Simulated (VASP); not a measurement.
BiSb4O, 6 atoms in the cell. The structure is tetragonal, space group P4/mmm (No. 123). Conventional cell: a = 4.614 Å, b = 4.614 Å, c = 7.753 Å, α = 90.00°, β = 90.00°, γ = 90.00°. Sb (site symmetry 2mm) has 2 O at 2.73 Å and 5 Sb at 2.93 to 3.26 Å and 2 Bi at 3.34 Å within 3.6 Å. Within 4.4 Å of Bi (site symmetry 4/mmm) lie 8 Sb at 3.34 Å. O (site symmetry 4/mmm) has 8 Sb at 2.73 Å within 3.6 Å. The cell was generated, and may not be a known phase.

* Program: VASP 6.6.1
* Task: single point
* Functional: PBE
* Potentials or basis: VASP PAW PBE potentials, release 64 (Sb, Bi_d, O)
* Cutoff: 520 eV
* k mesh: 8 × 8 × 6
* Occupations: gaussian, width 0.1 eV
* Spin: no spin polarisation
* Dipole correction: no
* Further INCAR settings: ALGO = Normal; EDIFF = 1e-06; NBANDS = 30

Potentials or basis: VASP PAW PBE potentials, release 64 (Sb, Bi_d, O).

Run with:

```console
$ cat potpaw_PBE.64/Sb/POTCAR potpaw_PBE.64/Bi_d/POTCAR potpaw_PBE.64/O/POTCAR > POTCAR
$ mpirun -np 1 vasp_std > vasp.out
```

Hardware: 1 thread of AMD EPYC 9R45 (Zen 5), with other jobs on the host.

**Question.** How long does it take, and how much memory?

**Answer.** It took 2.9 min on 1 thread of AMD EPYC 9R45 (Zen 5) (shared host), peak memory 0.41 GiB. Counts: scf iterations 17, k points 60.
